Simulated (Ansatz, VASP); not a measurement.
**Se: VASP beside Ansatz**

```xyz
3
Lattice="3.9487 0.0000 0.0000 -1.9743 3.4196 0.0000 0.0000 0.0000 5.1180" Properties=species:S:1:pos:R:3 pbc="T T T"
Se    1.0083    0.0000    1.7060
Se   -0.5041    0.8732    3.4120
Se    1.4702    2.5465    0.0000
```

Alike in both runs: task relaxation of cell and atoms; functional LDA; k mesh 12 × 12 × 8; occupations gaussian, width 0.01 eV; no spin polarisation.

|  | VASP | Ansatz |
| --- | --- | --- |
| version | VASP 6.6.1 | Ansatz 0.2.0 |
| potentials or method | VASP PAW LDA potentials, release 64 (Se), cutoff 600 eV | scalar-relativistic, plane waves, PAW |
| valence electrons in the cell | 18 | 48 |

```csv
,VASP,Ansatz,Ansatz less VASP
"gap on the k mesh at the Fermi level, each at its own relaxed structure (eV)",0.27,0.29,+0.022
relaxed volume (Å³/atom),23.05,23.04,-0.015
relaxed length of the cell vector where the two differ most in proportion (Å),5.126,5.118,-0.0082
```

LDA's correlation is that of Perdew and Zunger in VASP and of Perdew and Wang (1992) in Ansatz. VASP's potentials hold 18 valence electrons a cell and Ansatz's 48, so a difference there can come from the potentials and not from the codes.
